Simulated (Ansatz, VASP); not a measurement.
TiCo2: VASP beside Ansatz

```xyz
6
Lattice="0.0000 3.2432 3.2432 3.2432 0.0000 3.2432 3.2432 3.2432 0.0000" Properties=species:S:1:pos:R:3 pbc="T T T"
Ti    3.2432    3.2432    3.2432
Ti    4.8648    4.8648    4.8648
Co    0.8108    0.8108    0.8108
Co    0.8108    2.4324    2.4324
Co    2.4324    2.4324    0.8108
Co    2.4324    0.8108    2.4324
```

Alike in both runs: task single point; functional PBEsol; k mesh 10 × 10 × 10; occupations gaussian, width 0.1 eV; no spin polarisation.

```csv
,VASP,Ansatz
version,VASP 6.6.1,Ansatz 0.2.0
potentials or method,"VASP PAW PBE potentials, release 64 (Ti_sv, Co), cutoff 520 eV","scalar-relativistic, plane waves, PAW"
valence electrons in the cell,60,92
```

```csv
,VASP,Ansatz,Ansatz less VASP
gap on the k mesh at the Fermi level (eV),none,none,-
pressure (GPa),6.7,7.6,+0.87
```

VASP's potentials were made for PBE, not for PBEsol. A gap of «none» marks a metal or a gap that the smearing closes. The functional is the same, so the differences come from potentials, cutoffs and numerics. VASP's potentials hold 60 valence electrons a cell and Ansatz's 92, so a difference there can come from the potentials and not from the codes.
